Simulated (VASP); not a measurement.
# NaI in VASP: settings compared, part 2 of 2

VASP 6.6.1. The steps go on from the part before.

### Step 4. Single point, PBE (uniaxial x strain +1.5%)

Contents of INCAR:

```
SYSTEM = NaI
  PREC = Accurate
  ENCUT = 520
  EDIFF = 1E-6
  ISMEAR = -1
  SIGMA = 0.02
  LREAL = .FALSE.
  LASPH = .TRUE.
  NELM = 100
  ALGO = Normal
  ISIF = 2
  LWAVE = .FALSE.
  LCHARG = .FALSE.
  GGA = PE
  NBANDS = 14
```

Contents of KPOINTS:

```
Automatic mesh
0
G
  8 8 8
  0 0 0
```

Contents of POSCAR:

```
NaI
1.0
    0.0000000000      3.2297205453      3.2297205453
    3.2794582417      0.0000000000      3.2297205453
    3.2794582417      3.2297205453      0.0000000000
Na I
1 1
Direct
    0.0000000000      0.0000000000      0.0000000000
    0.5000000000      0.5000000000      0.5000000000
```

Potentials or basis: VASP PAW PBE potentials, release 64 (Na_pv, I).

Started as:

```
> cat potpaw_PBE.64/Na_pv/POTCAR potpaw_PBE.64/I/POTCAR > POTCAR
> mpirun -np 1 vasp_std > vasp.out
```

OUTCAR:

```text
SYSTEM = NaI
   PREC = Accurate
   ENCUT = 520
   EDIFF = 1E-6
   ISMEAR = -1
   LREAL = .FALSE.
   LASPH = .TRUE.
   NELM = 100
   ISIF = 2
   GGA = PE

 ion  position               nearest neighbor table
   1  0.000  0.000  0.000-
   2  0.500  0.500  0.500-

  LATTYP: Found a body centered tetragonal cell.
 ALAT       =     4.5675145978
 C/A-ratio  =     1.4359924512

  Lattice vectors:

 A1 = (   3.2794582417,   0.0000000000,   3.2297205453)
 A2 = (   3.2794582417,   0.0000000000,  -3.2297205453)
 A3 = (  -3.2794582417,   3.2297205453,   0.0000000000)

Analysis of symmetry for initial positions (statically):
=====================================================================
 Subroutine PRICEL returns:
 Original cell was already a primitive cell.

 Routine SETGRP: Setting up the symmetry group for a
 body centered tetragonal supercell.

 Subroutine GETGRP returns: Found 16 space group operations
 (whereof 16 operations were pure point group operations)
 out of a pool of 16 trial point group operations.

The static configuration has the point symmetry D_4h.

Analysis of symmetry for dynamics (positions and initial velocities):
=====================================================================
 Subroutine PRICEL returns:
 Original cell was already a primitive cell.

 Routine SETGRP: Setting up the symmetry group for a
 body centered tetragonal supercell.

 Subroutine GETGRP returns: Found 16 space group operations
 (whereof 16 operations were pure point group operations)
 out of a pool of 16 trial point group operations.

The dynamic configuration has the point symmetry D_4h.

 Subroutine INISYM returns: Found 16 space group operations
 (whereof 16 operations are pure point group operations),
 and found     1 'primitive' translations

----------------------------------------------------------------------------------------

                                     Primitive cell

  volume of cell :      68.4167

  direct lattice vectors                    reciprocal lattice vectors
     0.000000000  3.229720545  3.229720545    -0.152464207  0.154812156  0.154812156
     3.279458242  0.000000000  3.229720545     0.152464207 -0.154812156  0.154812156
     3.279458242  3.229720545  0.000000000     0.152464207  0.154812156 -0.154812156

  length of vectors
     4.567514598  4.602818828  4.602818828     0.266793818  0.266793818  0.266793818

  position of ions in fractional coordinates (direct lattice)
     0.000000000  0.000000000  0.000000000
     0.500000000  0.500000000  0.500000000

  ion indices of the primitive-cell ions
   primitive index   ion index
                 1           1
                 2           2

----------------------------------------------------------------------------------------

 KPOINTS: Automatic mesh

Automatic generation of k-mesh.
 Grid dimensions read from file:
 generate k-points for:    8    8    8

 Generating k-lattice:

  Cartesian coordinates                     Fractional coordinates (reciprocal lattice)
    -0.019058026  0.019351519  0.019351519     0.125000000  0.000000000  0.000000000
     0.019058026 -0.019351519  0.019351519     0.000000000  0.125000000 -0.000000000
     0.019058026  0.019351519 -0.019351519     0.000000000 -0.000000000  0.125000000

  Length of vectors
     0.033349227  0.033349227  0.033349227

  Shift w.r.t. Gamma in fractional coordinates (k-lattice)
     0.000000000  0.000000000  0.000000000

 Subroutine IBZKPT returns following result:
 ===========================================

 Found     59 irreducible k-points:

 Following reciprocal coordinates:
            Coordinates               Weight
  0.000000  0.000000  0.000000      1.000000
  0.125000  0.000000  0.000000      8.000000
  0.250000  0.000000  0.000000      8.000000
  0.375000  0.000000  0.000000      8.000000
  0.500000  0.000000  0.000000      4.000000
  0.125000  0.125000  0.000000      4.000000
[... 16 lines left out ...]
  0.250000  0.125000  0.125000      4.000000
  0.375000  0.125000  0.125000      8.000000
 [... further k-points ...]
   k-points           NKPTS =     59   k-points in BZ     NKDIM =     59   number of bands    NBANDS=     14
   number of dos      NEDOS =    301   number of ions     NIONS =      2
   total plane-waves  NPLWV =  46656
   dimension x,y,z NGX =    36 NGY =   36 NGZ =   36
   dimension x,y,z NGXF=    72 NGYF=   72 NGZF=   72
   ions per type =               1   1
   NGX,Y,Z   is equivalent  to a cutoff of  13.10, 13.00, 13.00 a.u.
   NGXF,Y,Z  is equivalent  to a cutoff of  26.21, 26.01, 26.01 a.u.
 SYSTEM =  NaI
   PREC   = accura    normal or accurate (medium, high low for compatibility)
   ISTART =      0    job   : 0-new  1-cont  2-samecut
   ICHARG =      2    charge: 1-file 2-atom 10-const
   ISPIN  =      1    spin polarized calculation?
   LNONCOLLINEAR =      F non collinear calculations
   LSORBIT =      F    spin-orbit coupling
   LASPH  =      T    aspherical Exc in radial PAW
   ENCUT  =  520.0 eV  38.22 Ry    6.18 a.u.   8.49  8.56  8.56*2*pi/ulx,y,z
   NELM   =    100;   NELMIN=  2; NELMDL= -5     # of ELM steps
   EDIFF  = 0.1E-05   stopping-criterion for ELM
   LREAL  =      F    real-space projection
   EDIFFG = 0.1E-04   stopping-criterion for IOM
   NSW    =      0    number of steps for IOM
   IBRION =     -1    ionic relax: 0-MD 1-quasi-New 2-CG
   NFREE  =      0    steps in history (QN), initial steepest desc. (CG)
   ISIF   =      2    stress and relaxation
   ISYM   =      2    0-nonsym 1-usesym 2-fastsym
   POTIM  = 0.5000    time-step for ionic-motion
   TEBEG  =    0.0;   TEEND  =   0.0 temperature during run
   PSTRESS=    0.0 pullay stress
   NELECT =      14.0000    total number of electrons
   NUPDOWN=      -1.0000    fix difference up-down
   EMIN   =  10.00;   EMAX   =-10.00  energy-range for DOS
   EFERMI =   0.00;   METHOD = LEGACY
   ISMEAR =    -1;   SIGMA  =   0.02  broadening in eV -4-tet -1-fermi 0-gaus
   EFERMI_NEDOS =   21; number of points for ismear=-14 and -15
   IALGO  =     38    algorithm
   IMIX   =      4    mixing-type and parameters
     AMIX     =   0.40;   BMIX     =  1.00
     AMIX_MAG =   1.60;   BMIX_MAG =  1.00
  volume/ion in A,a.u.               =      34.21       230.85
  Fermi-wavevector in a.u.,A,eV,Ry     =   0.964710  1.823038 12.662475  0.930666
  Thomas-Fermi vector in A             =   2.094365
   LORBIT       =      0    0 simple, 1 ext, 2 COOP (PROOUT), +10 PAW based schemes
   GGA     = PE    functional components
   LHFCALC =     F    Hartree Fock is set to
   AEXX    =    0.0000 exact exchange contribution
   IVDW    =     0    specifies the selected vdW correction
   LEPSILON=     F    determine dielectric tensor
   LRPA    =     F    only Hartree local field effects (RPA)
 non-spin polarized calculation
  energy-cutoff  :      520.00
  volume of cell :       68.42
 maximum number of plane-waves:      1864
 NGX is ok and might be reduce to    36
   NGX = 17   NGY = 17   NGZ = 17

 number of electron      13.9999993 magnetization

 Free energy of the ion-electron system (eV)
  ---------------------------------------------------
  ext. energy  EPLUGINS =         0.00000000
  ---------------------------------------------------
  free energy    TOTEN  =        -5.38567728 eV

  energy without entropy =       -5.38567728  energy(sigma->0) =       -5.38567728

 E-fermi :   1.1830     XC(G=0):  -7.6681

 val. band max:        0.7551544544   @ k =   0.0000   0.0000   0.0000
 cond. band min:       4.3605937284   @ k =   0.0000   0.0000   0.0000
 fundamental gap:      3.6054392740
 Fermi energy:         1.1829896685

 k-point     1 :       0.0000    0.0000    0.0000
  band No.  band energies     occupation
      1     -21.7072      2.00000
      2     -21.7058      2.00000
      3     -21.7058      2.00000
      4     -10.2512      2.00000
      5       0.7375      2.00000
      6       0.7375      2.00000
      7       0.7552      2.00000
      8       4.3606      0.00000
      9       8.6076      0.00000
     10       8.7074      0.00000
     11       8.7074      0.00000
     12      10.3910      0.00000
     13      10.5601      0.00000
     14      11.1731      0.00000
[... 375 lines left out ...]
 k-point    24 :       0.3750    0.1250    0.1250
  band No.  band energies     occupation
      1     -21.7093      2.00000
      2     -21.7077      2.00000
      3     -21.7058      2.00000
      4     -10.0386      2.00000
      5      -0.7846      2.00000
      6       0.2722      2.00000
      7       0.5913      2.00000
      8       6.1910      0.00000
      9       8.0971      0.00000
     10       8.1729      0.00000
     11       8.7316      0.00000
     12       9.9687      0.00000
     13      11.7605      0.00000
     14      11.8271      0.00000

 [... further k-points ...]
[... 5 lines left out ...]
  --------------------------------------------------------------------------------------
  -------------------------------------------------------------------------------------
  Total        0.0264334      0.1795166      0.1795166     -0.0000000      0.0000000      0.0000000
  in kB        0.6190149      4.2039074      4.2039074     -0.0000000      0.0000000      0.0000000
  external PRESSURE =       3.0089432 kB  Pullay stress =       0.0000000 kB

 VOLUME and BASIS-vectors are now :
 -----------------------------------------------------------------------------
  energy-cutoff  :      520.00
  volume of cell :       68.42
      direct lattice vectors                 reciprocal lattice vectors
     0.000000000  3.229720545  3.229720545    -0.152464207  0.154812156  0.154812156
     3.279458242  0.000000000  3.229720545     0.152464207 -0.154812156  0.154812156
     3.279458242  3.229720545  0.000000000     0.152464207  0.154812156 -0.154812156

 POSITION                                       TOTAL-FORCE (eV/Angst)
 -----------------------------------------------------------------------------------
      0.00000      0.00000      0.00000         0.000000      0.000000     -0.000000
      3.27946      3.22972      3.22972        -0.000000      0.000000      0.000000
 -----------------------------------------------------------------------------------
    total drift:                                0.000000      0.000000      0.000000

  FREE ENERGIE OF THE ION-ELECTRON SYSTEM (eV)
  ---------------------------------------------------
  free  energy   TOTEN  =        -5.3856772767 eV

  energy  without entropy=       -5.3856772767  energy(sigma->0) =       -5.38567728
```

Wall time 18 s (1 thread of Intel Xeon 6975P-C (Granite Rapids), shared host); peak memory 0.22 GiB.

What came out:

```
Free energy            : -5.3857 eV
Pressure               : 0.3 GPa
Band gap on the k mesh : 3.61 eV
```

Caveat: the cell differs from its parent crystal (uniaxial x strain +1.5%); spin-orbit coupling is left out, which moves the levels of the heavy elements.

### Step 5. The runs side by side

```csv
level,cell,smearing,gap on the mesh (eV),pressure (GPa)
PBE,"a = 4.494 Å, angles 60.0°, 2 atoms",fermi-dirac 0.02 eV,3.79,1.5
r2SCAN,"a = 4.494 Å, angles 60.0°, 2 atoms",gaussian 0.01 eV,4.62,0.8
PBE,"a = 4.568, b = 4.603, c = 4.603 Å, angles 59.5, 60.3, 60.3°, 2 atoms",fermi-dirac 0.02 eV,3.61,0.3
```

Alike in all rows: task single point; potentials or basis VASP PAW PBE potentials, release 64 (Na_pv, I); no spin polarisation; k mesh 8 × 8 × 8; cutoff (eV) 520.

Caveats: spin-orbit coupling is left out, which moves the levels of the heavy elements; the PAW data sets were made with another functional, which shifts forces and pressure a little (at least some runs).

Absolute energies hang on the potentials; compare differences alone.
